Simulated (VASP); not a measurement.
# La16HO24 (a cell with a defect) in VASP: notebook, part 2 of 2

VASP 6.6.1.

## Step 3: Single point, PBE

Input file INCAR:

```
ALGO = Normal ; EDIFF = 1E-7
ENCUT = 520 ; GGA = PE
ISIF = 2 ; ISMEAR = -1
LASPH = True ; LCHARG = False
LREAL = Auto ; LWAVE = False
NBANDS = 186 ; NELECT = 320.0
NELM = 80 ; PREC = Accurate
SIGMA = 0.01
```

Input file KPOINTS:

```
Automatic mesh
0
Gamma
  1 1 1
  0.25 0.25 0.25
```

Input file POSCAR:

```
La16HO24
1.0
    7.8811453700     -0.0000000600      0.0000000000
   -3.9405726400      6.8252721300      0.0000000000
    0.0000000000      0.0000000000     12.3757188400
La O H
16 24 1
Direct
    0.3370382312      0.1659797586      0.3743953026
    0.1739935290      0.3397923140      0.1222013864
    0.3302637044      0.1589911727      0.8763632352
    0.1697584252      0.3379957555      0.6257508029
    0.3376883635      0.6692263595      0.3747279701
    0.1666624593      0.8360825622      0.1235070075
    0.3291820113      0.6696519835      0.8766498448
    0.1595417291      0.8337972320      0.6192893600
    0.8513964619      0.1747023457      0.3745481018
    0.6688608948      0.3384259259      0.1256775481
    0.8375283710      0.1680217328      0.8812195187
    0.6548336635      0.3046971607      0.6260863793
    0.8385163340      0.6684033931      0.3762816577
    0.6689924787      0.8371790796      0.1256179960
    0.8238861481      0.6617925210      0.8822569534
    0.6526879701      0.8537441333      0.6268123169
    0.3369543702      0.1668512256      0.1766251341
    0.1805560106      0.3420830652      0.3208069003
   -0.0025803673     -0.0065097771     -0.0012203736
    0.3304252388      0.1609299965      0.6780584715
    0.1699622689      0.3374360709      0.8277152327
    0.0159175704      0.0209062728      0.4970003019
    0.3370036317      0.6693419593      0.1763689874
    0.1722982393      0.8378032262      0.3253579895
   -0.0022681059      0.5068539296     -0.0009682670
    0.3281890365      0.6705587605      0.6785962988
    0.1449762491      0.8262874947      0.8157477663
    0.0145149951      0.4963470960      0.4969154584
    0.8427352815      0.1714500211      0.1751639665
    0.6699589874      0.3357205393      0.3257506131
    0.4922333584     -0.0028684527     -0.0047207763
    0.8444931470      0.1730439502      0.6829349559
    0.6655100061      0.3346549407      0.8211514928
    0.4976476320      0.0006616630      0.5115773946
    0.8365806449      0.6684347471      0.1800663888
    0.6701689999      0.8399584560      0.3251001459
    0.5105424091      0.5057348579      0.0026392810
    0.8054731266      0.6536775330      0.6465670482
    0.6640362103      0.8360992692      0.8217041072
    0.5308411908      0.5204547107      0.5096328611
    0.6915683793      0.5983188602      0.5824214410
```

Potentials or basis: VASP PAW PBE potentials, release 64 (La, O, H).

The run is started by

```bash
cat potpaw_PBE.64/La/POTCAR potpaw_PBE.64/O/POTCAR potpaw_PBE.64/H/POTCAR > POTCAR
mpirun -np 1 vasp_std > vasp.out
```

It took 71 min on 1 thread of Intel Xeon Platinum 8259CL at 2.50GHz (Skylake/Cascade Lake), shared host; peak memory 1 GiB.

It converged, with:

- Free energy: -345.3790 eV
- Largest force: 0.160 eV/Å

Forces on the atoms (eV/Å):
```
La  -0.116  0.077 -0.012
La   0.132 -0.066  0.031
La  -0.135  0.081 -0.013
La   0.122 -0.036 -0.001
La  -0.126  0.082 -0.025
La   0.121 -0.083  0.007
La  -0.132  0.078 -0.017
La   0.125 -0.049  0.033
La  -0.127  0.082  0.008
La   0.139 -0.073  0.012
La  -0.132  0.067 -0.010
La   0.106 -0.042  0.042
La  -0.115  0.086 -0.036
La   0.132 -0.077  0.014
La  -0.109  0.065  0.014
La   0.092 -0.031 -0.012
O   -0.121  0.079 -0.013
O    0.113 -0.078  0.000
O   -0.006  0.007  0.002
O   -0.111  0.037 -0.010
O    0.131 -0.081  0.006
O    0.007  0.008  0.005
O   -0.128  0.082 -0.007
O    0.102 -0.086  0.006
O    0.000  0.001 -0.013
O   -0.104  0.049 -0.005
O    0.114 -0.079 -0.009
O    0.006 -0.001  0.009
O   -0.136  0.074 -0.013
O    0.121 -0.082  0.003
O   -0.009  0.006 -0.004
O   -0.095  0.029 -0.002
O    0.125 -0.074  0.006
O   -0.006 -0.001 -0.014
O   -0.125  0.073  0.009
O    0.124 -0.081  0.009
O   -0.008  0.005  0.004
O   -0.041  0.091  0.051
O    0.140 -0.078  0.007
O    0.012 -0.037  0.023
H   -0.080 -0.025 -0.085
```

Levels at points of the mesh, in eV from the Fermi level:
```tsv
k point	band 158	band 159	band 160	band 161	band 162	band 163
(0.25, 0.25, 0.25)	-0.40	-0.37	-0.34	3.64	3.78	3.89
```

Caveat: the cell carries a net charge on a neutralising background, which shifts energy and pressure; the cell is charged against a uniform background, so pressure and absolute levels hang on convention; spin-orbit coupling is left out, which moves the levels of the heavy elements.

## Step 4: Single point, PBE

Input file INCAR:

```
SYSTEM = La16HO24
  ALGO = Normal
  EDIFF = 1E-6
  ENCUT = 520
  GGA = PE
  ISIF = 2
  ISMEAR = -1
  LASPH = .TRUE.
  LCHARG = .FALSE.
  LREAL = Auto
  LWAVE = .FALSE.
  NBANDS = 186
  NELECT = 320.0
  NELM = 60
  PREC = Accurate
  SIGMA = 0.01
```

KPOINTS is that of step 3.

Input file POSCAR:

```
La16HO24
1.0
    7.8811453700     -0.0000000600      0.0000000000
   -3.9405726400      6.8252721300      0.0000000000
    0.0000000000      0.0000000000     12.3757188400
La O H
16 24 1
Direct
    0.3374909716      0.1655831443      0.3735439581
    0.1736755159      0.3393570200      0.1219778842
    0.3315355055      0.1599339922      0.8764135757
    0.1696257653      0.3375695454      0.6255564707
    0.3378654922      0.6693636434      0.3740632815
    0.1662390166      0.8355082261      0.1229146379
    0.3306850611      0.6692641601      0.8764854099
    0.1648762662      0.8361824849      0.6193316202
    0.8502627389      0.1737930779      0.3742509069
    0.6689110633      0.3376083761      0.1247494404
    0.8374723287      0.1675914203      0.8803207426
    0.6551838703      0.3063697680      0.6251549587
    0.8376520651      0.6672405090      0.3758611568
    0.6689276100      0.8370176209      0.1248252340
    0.8260738677      0.6624009949      0.8812093375
    0.6537347952      0.8527377266      0.6256170732
    0.3365648467      0.1667302048      0.1762843862
    0.1801190340      0.3414923195      0.3219611767
   -0.0020819423     -0.0065340985     -0.0013125702
    0.3312361096      0.1621746355      0.6777771949
    0.1699865327      0.3370917623      0.8268600097
    0.0125041899      0.0157477971      0.4980372518
    0.3365253502      0.6684376730      0.1763585638
    0.1725524731      0.8377239620      0.3250856821
   -0.0016697534      0.5064224450     -0.0010314552
    0.3293320982      0.6693126564      0.6777849520
    0.1494666939      0.8277788638      0.8165738193
    0.0108455046      0.4978050598      0.4973676341
    0.8432518316      0.1711356014      0.1751082929
    0.6689259192      0.3336127845      0.3248103041
    0.4943599391     -0.0022066476     -0.0035171290
    0.8435453265      0.1723357001      0.6817904567
    0.6655030698      0.3337406914      0.8212532243
    0.4988868026      0.0012575367      0.5119884414
    0.8363690487      0.6677867143      0.1795471462
    0.6690944349      0.8398679102      0.3246393241
    0.5101916476      0.5055835086      0.0019402509
    0.8159271666      0.6582288535      0.6582715804
    0.6643705906      0.8363470249      0.8213678035
    0.5395287052      0.5235896773      0.5111589138
    0.7201561106      0.6122714177      0.5928779649
```

The run is started by

```bash
cat potpaw_PBE.64/La/POTCAR potpaw_PBE.64/O/POTCAR potpaw_PBE.64/H/POTCAR > POTCAR
mpirun -np 1 vasp_std > vasp.out
```

Run time: 67 min. Hardware: 1 thread of Intel Xeon Platinum 8259CL at 2.50GHz (Skylake/Cascade Lake), shared host; peak memory 1 GiB.

It converged, with:

```
Free energy   : -345.3715 eV
Largest force : 0.165 eV/Å
```

Forces in eV/Å, atoms in the order of the input:
```
La  -0.139  0.068 -0.005
La   0.126 -0.070  0.018
La  -0.142  0.083 -0.009
La   0.108 -0.056  0.012
La  -0.138  0.072 -0.028
La   0.132 -0.075  0.017
La  -0.126  0.070 -0.016
La   0.121 -0.060  0.027
La  -0.129  0.077 -0.005
La   0.138 -0.074  0.020
La  -0.126  0.071 -0.006
La   0.097 -0.073  0.025
La  -0.134  0.081 -0.017
La   0.129 -0.079  0.024
La  -0.122  0.065 -0.014
La   0.078 -0.063 -0.024
O   -0.122  0.077 -0.010
O    0.124 -0.070  0.008
O   -0.007  0.005  0.001
O   -0.105  0.053 -0.017
O    0.126 -0.081 -0.007
O   -0.001 -0.007  0.007
O   -0.124  0.083 -0.004
O    0.128 -0.078 -0.004
O   -0.001  0.002 -0.008
O   -0.100  0.067 -0.006
O    0.125 -0.068  0.000
O   -0.002  0.001  0.018
O   -0.136  0.075  0.002
O    0.133 -0.070  0.003
O   -0.004  0.004 -0.007
O   -0.080  0.058 -0.008
O    0.126 -0.073  0.004
O    0.004  0.003 -0.003
O   -0.132  0.071 -0.005
O    0.131 -0.073  0.002
O   -0.007  0.002  0.001
O   -0.019  0.120  0.093
O    0.136 -0.077  0.012
O    0.013 -0.027  0.007
H   -0.079 -0.030 -0.096
```

Levels at points of the mesh, in eV from the Fermi level:
| k point | band 158 | band 159 | band 160 | band 161 | band 162 | band 163 |
| --- | --- | --- | --- | --- | --- | --- |
| (0.25, 0.25, 0.25) | -0.31 | -0.29 | -0.26 | 3.73 | 3.87 | 3.97 |

Caveat: the cell carries a net charge on a neutralising background, which shifts energy and pressure; the cell is charged against a uniform background, so pressure and absolute levels hang on convention; spin-orbit coupling is left out, which moves the levels of the heavy elements.
